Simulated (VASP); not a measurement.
# C (Imma) in VASP: further runs

Runs on C. Level: PBE. Tasks: single point.

All numbers are computed with VASP 6.6.1; they aren't measurements. Logs are shortened: lines on timing, memory, paths and dates and some standing lists are left out, and cuts for length are marked.

## (1) The cell of the first run

It takes space group Imma (No. 74, orthorhombic). Conventional cell: a = 2.345 Å, b = 2.501 Å, c = 3.641 Å, α = 90.00°, β = 90.00°, γ = 90.00°. Within 1.9 Å of C (site symmetry mm2) lie 4 C at 1.44 to 1.62 Å.

## (2) Single point, PBE (strained and its atoms moved)

INCAR reads:

```
PREC = Accurate
ENCUT = 520
EDIFF = 1E-6
ISMEAR = 0
SIGMA = 0.02
LREAL = F
LASPH = T
NELM = 100
ALGO = Normal
ISIF = 2
LWAVE = F
LCHARG = F
GGA = PE
NBANDS = 11
```

KPOINTS reads:

```
Automatic mesh
0
Gamma
  12 12 12
```

POSCAR reads:

```
C
1.0
    0.0550535580      1.7134907200      1.8204947200
    1.7134907200      0.0550535580      1.8204947200
    1.7685442780      1.7685442780      0.0000000000
C
2
Direct
    0.5280363351      0.5280363351      0.4719636649
    0.7219636649      0.7219636649      0.7780363351
```

Potentials or basis: VASP PAW PBE potentials, release 64 (C).

Launch:

```sh
> cat potpaw_PBE.64/C/POTCAR > POTCAR
> mpirun -np 1 vasp_std > vasp.out
```

OUTCAR:

```text
PREC = Accurate
   ENCUT = 520
   EDIFF = 1E-6
   ISMEAR = 0
   LREAL = F
   LASPH = T
   NELM = 100
   ISIF = 2
   GGA = PE

 ion  position               nearest neighbor table
   1  0.528  0.528  0.472-   2 1.44   2 1.44   2 1.62   2 1.62
   2  0.722  0.722  0.778-   1 1.44   1 1.44   1 1.62   1 1.62

  LATTYP: Found a body centered orthorhombic cell.
 ALAT       =     2.3453843268
 B/A-ratio  =     1.0663920940
 C/A-ratio  =     1.5524063150

  Lattice vectors:

 A1 = (   1.7134907200,   0.0550535580,  -1.8204947200)
 A2 = (  -1.7134907200,  -0.0550535580,  -1.8204947200)
 A3 = (   0.0550535580,   1.7134907200,   1.8204947200)

Analysis of symmetry for initial positions (statically):
=====================================================================
 Subroutine PRICEL returns:
 Original cell was already a primitive cell.

 Routine SETGRP: Setting up the symmetry group for a
 body centered orthorhombic supercell.

 Subroutine GETGRP returns: Found  8 space group operations
 (whereof  4 operations were pure point group operations)
 out of a pool of  8 trial point group operations.

The static configuration has the point symmetry C_2v.
 The point group associated with its full space group is D_2h.

Analysis of symmetry for dynamics (positions and initial velocities):
=====================================================================
 Subroutine PRICEL returns:
 Original cell was already a primitive cell.

 Routine SETGRP: Setting up the symmetry group for a
 body centered orthorhombic supercell.

 Subroutine GETGRP returns: Found  8 space group operations
 (whereof  4 operations were pure point group operations)
 out of a pool of  8 trial point group operations.

The dynamic configuration has the point symmetry C_2v.
 The point group associated with its full space group is D_2h.

 Subroutine INISYM returns: Found  8 space group operations
 (whereof  4 operations are pure point group operations),
 and found     1 'primitive' translations

----------------------------------------------------------------------------------------

                                     Primitive cell

  volume of cell :      10.6791

  direct lattice vectors                    reciprocal lattice vectors
     0.055053558  1.713490720  1.820494720    -0.301488661  0.301488661  0.274650618
     1.713490720  0.055053558  1.820494720     0.301488661 -0.301488661  0.274650618
     1.768544278  1.768544278  0.000000000     0.282718395  0.282718395 -0.274650618

  length of vectors
     2.500656387  2.500656387  2.501099304     0.507172345  0.507172345  0.485069422

  position of ions in fractional coordinates (direct lattice)
     0.528036335  0.528036335  0.471963665
     0.721963665  0.721963665  0.778036335

  ion indices of the primitive-cell ions
   primitive index   ion index
                 1           1
                 2           2

----------------------------------------------------------------------------------------

 KPOINTS: Automatic mesh

Automatic generation of k-mesh.
 Grid dimensions read from file:
 generate k-points for:   12   12   12

 Generating k-lattice:

  Cartesian coordinates                     Fractional coordinates (reciprocal lattice)
    -0.025124055  0.025124055  0.022887552     0.083333333  0.000000000  0.000000000
     0.025124055 -0.025124055  0.022887552     0.000000000  0.083333333  0.000000000
     0.023559866  0.023559866 -0.022887552    -0.000000000 -0.000000000  0.083333333

  Length of vectors
     0.042264362  0.042264362  0.040422452

  Shift w.r.t. Gamma in fractional coordinates (k-lattice)
     0.000000000  0.000000000  0.000000000

 Subroutine IBZKPT returns following result:
 ===========================================

 Found    280 irreducible k-points:

 Following reciprocal coordinates:
            Coordinates               Weight
  0.000000  0.000000  0.000000      1.000000
  0.083333  0.000000  0.000000      4.000000
  0.166667  0.000000  0.000000      4.000000
  0.250000  0.000000  0.000000      4.000000
  0.333333  0.000000  0.000000      4.000000
  0.416667  0.000000  0.000000      4.000000
[... 16 lines left out ...]
  0.500000  0.166667  0.000000      4.000000
 -0.416667  0.166667  0.000000      4.000000
 [... further k-points ...]
   k-points           NKPTS =    280   k-points in BZ     NKDIM =    280   number of bands    NBANDS=     11
   number of dos      NEDOS =    301   number of ions     NIONS =      2
   total plane-waves  NPLWV =   8000
   dimension x,y,z NGX =    20 NGY =   20 NGZ =   20
   dimension x,y,z NGXF=    40 NGYF=   40 NGZF=   40
   ions per type =               2
   NGX,Y,Z   is equivalent  to a cutoff of  13.30, 13.30, 13.29 a.u.
   NGXF,Y,Z  is equivalent  to a cutoff of  26.59, 26.59, 26.59 a.u.
 SYSTEM =  unknown system
   PREC   = accura    normal or accurate (medium, high low for compatibility)
   ISTART =      0    job   : 0-new  1-cont  2-samecut
   ICHARG =      2    charge: 1-file 2-atom 10-const
   ISPIN  =      1    spin polarized calculation?
   LNONCOLLINEAR =      F non collinear calculations
   LSORBIT =      F    spin-orbit coupling
   LASPH  =      T    aspherical Exc in radial PAW
   ENCUT  =  520.0 eV  38.22 Ry    6.18 a.u.   4.65  4.65  4.65*2*pi/ulx,y,z
   NELM   =    100;   NELMIN=  2; NELMDL= -5     # of ELM steps
   EDIFF  = 0.1E-05   stopping-criterion for ELM
   LREAL  =      F    real-space projection
   EDIFFG = 0.1E-04   stopping-criterion for IOM
   NSW    =      0    number of steps for IOM
   IBRION =     -1    ionic relax: 0-MD 1-quasi-New 2-CG
   NFREE  =      0    steps in history (QN), initial steepest desc. (CG)
   ISIF   =      2    stress and relaxation
   ISYM   =      2    0-nonsym 1-usesym 2-fastsym
   POTIM  = 0.5000    time-step for ionic-motion
   TEBEG  =    0.0;   TEEND  =   0.0 temperature during run
   PSTRESS=    0.0 pullay stress
   NELECT =       8.0000    total number of electrons
   NUPDOWN=      -1.0000    fix difference up-down
   EMIN   =  10.00;   EMAX   =-10.00  energy-range for DOS
   EFERMI =   0.00;   METHOD = LEGACY
   ISMEAR =     0;   SIGMA  =   0.02  broadening in eV -4-tet -1-fermi 0-gaus
   EFERMI_NEDOS =   21; number of points for ismear=-14 and -15
   IALGO  =     38    algorithm
   IMIX   =      4    mixing-type and parameters
     AMIX     =   0.40;   BMIX     =  1.00
     AMIX_MAG =   1.60;   BMIX_MAG =  1.00
  volume/ion in A,a.u.               =       5.34        36.03
  Fermi-wavevector in a.u.,A,eV,Ry     =   1.486826  2.809693 30.077725  2.210650
  Thomas-Fermi vector in A             =   2.600063
   LORBIT       =      0    0 simple, 1 ext, 2 COOP (PROOUT), +10 PAW based schemes
   GGA     = PE    functional components
   LHFCALC =     F    Hartree Fock is set to
   AEXX    =    0.0000 exact exchange contribution
   IVDW    =     0    specifies the selected vdW correction
   LEPSILON=     F    determine dielectric tensor
   LRPA    =     F    only Hartree local field effects (RPA)
 non-spin polarized calculation
 Gauss-broadening in eV      SIGMA  =   0.02
  energy-cutoff  :      520.00
  volume of cell :       10.68
 maximum number of plane-waves:       299
   NGX =  9   NGY =  9   NGZ =  9

 number of electron       8.0000000 magnetization

 Free energy of the ion-electron system (eV)
  ---------------------------------------------------
  ext. energy  EPLUGINS =         0.00000000
  ---------------------------------------------------
  free energy    TOTEN  =       -17.21269721 eV

  energy without entropy =      -17.21265460  energy(sigma->0) =      -17.21267591

 E-fermi :  13.7959     XC(G=0): -13.5893

 val. band max:       13.7933075924   @ k =   0.3333   0.0000   0.3333
 cond. band min:      13.8090965137   @ k =   0.4167   0.0000   0.4167
 fundamental gap:      0.0157889213
 Fermi energy:        13.7959413342

 k-point     1 :       0.0000    0.0000    0.0000
  band No.  band energies     occupation
      1     -11.6840      2.00000
      2       7.6489      2.00000
      3      10.4282      2.00000
      4      14.4894      0.00000
      5      14.6289      0.00000
      6      16.4168      0.00000
      7      18.2293      0.00000
      8      24.5078      0.00000
      9      30.7652      0.00000
     10      36.0868      0.00000
     11      36.7412      0.00000

 k-point     2 :       0.0833    0.0000    0.0000
  band No.  band energies     occupation
      1     -11.4723      2.00000
      2       7.4921      2.00000
      3       9.7351      2.00000
      4      12.6699      2.00000
      5      15.2204      0.00000
      6      17.5603      0.00000
      7      18.5927      0.00000
      8      24.5780      0.00000
      9      31.2101      0.00000
     10      34.3211      0.00000
     11      36.9246      0.00000

 k-point     3 :       0.1667    0.0000    0.0000
  band No.  band energies     occupation
      1     -10.8401      2.00000
      2       7.1094      2.00000
      3       7.6205      2.00000
      4      11.0005      2.00000
      5      15.5536      0.00000
      6      18.8316      0.00000
      7      19.5070      0.00000
      8      24.7605      0.00000
      9      32.1453      0.00000
     10      33.5282      0.00000
     11      34.5210      0.00000

 k-point     4 :       0.2500    0.0000    0.0000
  band No.  band energies     occupation
      1      -9.7965      2.00000
      2       4.6989      2.00000
      3       6.6682      2.00000
      4       9.9460      2.00000
      5      15.6551      0.00000
      6      19.5759      0.00000
      7      20.5362      0.00000
      8      24.9720      0.00000
      9      32.4039      0.00000
     10      33.2884      0.00000
     11      34.5020      0.00000

 k-point     5 :       0.3333    0.0000    0.0000
  band No.  band energies     occupation
      1      -8.3665      2.00000
      2       1.6918      2.00000
      3       6.2951      2.00000
      4       9.2387      2.00000
      5      15.5373      0.00000
      6      19.9644      0.00000
      7      21.2198      0.00000
      8      25.1057      0.00000
      9      32.5619      0.00000
     10      33.4786      0.00000
     11      35.9653      0.00000
[... 211 lines left out ...]
 k-point    21 :       0.3333    0.1667    0.0000
  band No.  band energies     occupation
      1      -8.8986      2.00000
      2       4.0617      2.00000
      3       4.9587      2.00000
      4       7.5960      2.00000
      5      15.8146      0.00000
      6      21.2281      0.00000
      7      23.4809      0.00000
      8      24.6910      0.00000
      9      29.9394      0.00000
     10      33.8293      0.00000
     11      38.1157      0.00000

 k-point    22 :       0.4167    0.1667    0.0000
  band No.  band energies     occupation
      1      -7.4220      2.00000
      2       1.5006      2.00000
      3       4.8324      2.00000
      4       6.4236      2.00000
      5      15.8984      0.00000
      6      21.3720      0.00000
      7      23.8919      0.00000
      8      25.7419      0.00000
      9      31.0641      0.00000
     10      34.2886      0.00000
     11      37.6503      0.00000

 k-point    23 :       0.5000    0.1667    0.0000
  band No.  band energies     occupation
      1      -5.7026      2.00000
      2      -0.9156      2.00000
      3       4.9710      2.00000
      4       5.5883      2.00000
      5      16.1517      0.00000
      6      21.2728      0.00000
      7      23.7629      0.00000
      8      26.1747      0.00000
      9      32.3252      0.00000
     10      34.8954      0.00000
     11      36.4607      0.00000

 k-point    24 :      -0.4167    0.1667    0.0000
  band No.  band energies     occupation
      1      -4.8543      2.00000
      2      -1.8941      2.00000
      3       5.1147      2.00000
      4       5.3464      2.00000
      5      16.6713      0.00000
      6      20.9241      0.00000
      7      23.3487      0.00000
      8      25.7468      0.00000
      9      33.2479      0.00000
     10      33.9742      0.00000
     11      35.5722      0.00000

 [... further k-points ...]

------------------------ aborting loop because EDIFF is reached ----------------------------------------

  FORCE on cell =-STRESS in cart. coord.  units (eV):
  Direction    XX          YY          ZZ          XY          YZ          ZX
  --------------------------------------------------------------------------------------
  -------------------------------------------------------------------------------------
  Total        4.3698377      4.3698377     -0.5532976     -1.8746845      0.0000000      0.0000000
  in kB      655.6038729    655.6038729    -83.0108796   -281.2576851      0.0000000      0.0000000
  external PRESSURE =     409.3989554 kB  Pullay stress =       0.0000000 kB

 VOLUME and BASIS-vectors are now :
 -----------------------------------------------------------------------------
  energy-cutoff  :      520.00
  volume of cell :       10.68
      direct lattice vectors                 reciprocal lattice vectors
     0.055053558  1.713490720  1.820494720    -0.301488661  0.301488661  0.274650618
     1.713490720  0.055053558  1.820494720     0.301488661 -0.301488661  0.274650618
     1.768544278  1.768544278  0.000000000     0.282718395  0.282718395 -0.274650618

 POSITION                                       TOTAL-FORCE (eV/Angst)
 -----------------------------------------------------------------------------------
      1.76854      1.76854      1.92257         0.000000      0.000000     -6.963914
      2.65282      2.65282      2.62866         0.000000      0.000000      6.963914
 -----------------------------------------------------------------------------------
    total drift:                               -0.000000      0.000000     -0.000000

  FREE ENERGIE OF THE ION-ELECTRON SYSTEM (eV)
  ---------------------------------------------------
  free  energy   TOTEN  =       -17.2126972137 eV

  energy  without entropy=      -17.2126545966  energy(sigma->0) =      -17.21267591
```

It took 39 s on 1 thread of AMD EPYC 7R13, shared host; peak memory 0.11 GiB.

Results:

```yaml
Free_energy: -17.2127 eV
Pressure: 40.9 GPa
Largest_force: 6.964 eV/Å
Band_gap_on_the_k_mesh: zero (bands 4 and 5 overlap by 0.70 eV)
```

Forces in eV/Å, atoms in the order of the input:
```
C    0.000  0.000 -6.964
C    0.000  0.000  6.964
```

Caveat: the cell differs from its parent crystal (strained and its atoms moved); the cell stands under pressure; forces of over 1 eV/Å act on the atoms, so gaps and moduli don't describe the material at rest.

## (3) Single point, PBE (one atom moved)

INCAR reads:

```
SYSTEM = C
ALGO = Normal ; EDIFF = 1E-6
ENCUT = 520 ; GGA = PE
ISIF = 2 ; ISMEAR = 0
LASPH = .TRUE. ; LCHARG = .FALSE.
LREAL = .FALSE. ; LWAVE = .FALSE.
NBANDS = 11 ; NELM = 100
PREC = Accurate ; SIGMA = 0.02
```

KPOINTS reads:

```
k-points
0
G
  12 12 12
  0 0 0
```

POSCAR reads:

```
C
1.0
    0.0000000000      1.7834000000      1.7834000000
    1.7834000000      0.0000000000      1.7834000000
    1.7834000000      1.7834000000      0.0000000000
C
2
Direct
    0.4369182460      0.5630817540      0.5630817540
    0.7500000000      0.7500000000      0.7500000000
```

Potentials or basis: VASP PAW PBE potentials, release 64 (C).

Launch:

```sh
> cat potpaw_PBE.64/C/POTCAR > POTCAR
> mpirun -np 1 vasp_std > vasp.out
```

It took 49 s on 1 thread of AMD EPYC 7R13, shared host; peak memory 0.11 GiB.

It converged, with:

| Property | Result |
| --- | --- |
| Free energy | -17.2975 eV |
| Pressure | 19.3 GPa |
| Largest force | 7.384 eV/Å |
| Band gap on the k mesh | 0.45 eV (least direct gap 0.56 eV) |

Forces in eV/Å, atoms in the order of the input:
```
C   -7.384  0.000  0.000
C    7.384  0.000  0.000
```

Stress tensor (GPa, compression positive):
```
12.82  0.00  0.00
 0.00 22.57  9.46
 0.00  9.46 22.57
```

Levels at points of the mesh, in eV from the valence-band top:
| k point | band 2 | band 3 | band 4 | band 5 | band 6 | band 7 |
| --- | --- | --- | --- | --- | --- | --- |
| (0.00, 0.00, 0.00) | -6.25 | -2.15 | 0.00 | 0.56 | 1.89 | 6.08 |
| (0.50, 0.00, 0.00) | -17.19 | -6.64 | -3.87 | 3.20 | 4.92 | 10.01 |
| (0.00, 0.50, 0.00) | -15.47 | -7.97 | -3.64 | 1.78 | 6.13 | 8.40 |
| (0.50, 0.50, 0.00) | -15.97 | -8.76 | -8.76 | 0.99 | 0.99 | 15.26 |
| (0.00, 0.50, 0.50) | -14.79 | -10.56 | -8.41 | 0.93 | 3.00 | 12.31 |

Caveat: the cell differs from its parent crystal (one atom moved); the cell stands under pressure; forces of over 1 eV/Å act on the atoms, so gaps and moduli don't describe the material at rest.

## (4) Single point, PBE (strained and its atoms moved)

INCAR reads:

```
PREC = Accurate
ENCUT = 520
EDIFF = 1E-7
ISMEAR = 0
SIGMA = 0.02
LREAL = False
LASPH = True
NELM = 80
ALGO = Normal
ISIF = 2
LWAVE = False
LCHARG = False
GGA = PE
NBANDS = 11
```

KPOINTS reads:

```
regular mesh
0
Gamma
  12 12 12
```

POSCAR reads:

```
C
1.0
    0.0000000000      1.8720349800      1.8720349800
    1.8849467960      0.0356680000      1.8363669800
    1.8849467960      1.8363669800      0.0356680000
C
2
Direct
    0.4831781989      0.5168218011      0.5168218011
    0.7668218011      0.7331781989      0.7331781989
```

Launch:

```sh
> cat potpaw_PBE.64/C/POTCAR > POTCAR
> mpirun -np 1 vasp_std > vasp.out
```

Run time: 45 s. Hardware: 1 thread of AMD EPYC 7R13, shared host; peak memory 0.11 GiB.

Results (log left out):

```yaml
Free_energy: -17.7360 eV
Pressure: -36.3 GPa
Largest_force: 3.623 eV/Å
Band_gap_on_the_k_mesh: 1.57 eV (least direct gap 2.33 eV)
```

Forces in eV/Å, atoms in the order of the input:
```
C   -3.623  0.000  0.000
C    3.623  0.000  0.000
```

Stress tensor (GPa, compression positive):
```
-52.37   0.00   0.00
  0.00 -28.27 -21.42
  0.00 -21.42 -28.27
```

Levels at points of the mesh, in eV from the valence-band top:
```tsv
k point	band 1	band 2	band 3	band 4	band 5	band 6	band 7	band 8
(0.00, 0.00, 0.00)	-21.93	-3.53	-2.02	0.00	2.33	3.41	4.38	8.71
(0.50, 0.00, 0.00)	-16.79	-14.60	-5.12	-3.04	5.21	5.77	7.64	13.31
(0.00, 0.50, 0.00)	-16.75	-13.59	-5.42	-3.91	3.82	5.42	7.19	11.79
(0.50, 0.50, 0.00)	-13.84	-13.84	-7.56	-7.56	2.17	2.17	13.48	13.48
(0.00, 0.50, 0.50)	-14.51	-13.75	-8.27	-6.42	1.65	4.29	12.17	14.32
```

Caveat: the cell differs from its parent crystal (strained and its atoms moved); the cell stands under tension; forces of over 1 eV/Å act on the atoms, so gaps and moduli don't describe the material at rest.

## (5) The runs side by side

| cell | gap on the mesh (eV) | pressure (GPa) | largest force (eV/Å) |
| --- | --- | --- | --- |
| a = 2.501 Å, angles 60.0, 60.0, 55.9°, 2 atoms, atomic positions A | none | 40.9 | 6.96 |
| a = 2.522 Å, angles 60.0°, 2 atoms, atomic positions B | 0.45 | 19.3 | 7.38 |
| a = 2.647, b = 2.632, c = 2.632 Å, angles 57.9, 59.8, 59.8°, 2 atoms, atomic positions C | 1.57 | -36.3 | 3.62 |

Alike in all rows: task single point; level PBE; potentials or basis VASP PAW PBE potentials, release 64 (C); no spin polarisation; k mesh 12 × 12 × 12; cutoff (eV) 520; smearing gaussian 0.02 eV.

Caveats: forces of over 1 eV/Å act on the atoms, so gaps and moduli don't describe the material at rest; the cell stands under pressure (at least some runs); the cell stands under tension (at least some runs).

Absolute energies hang on the potentials; compare differences alone.
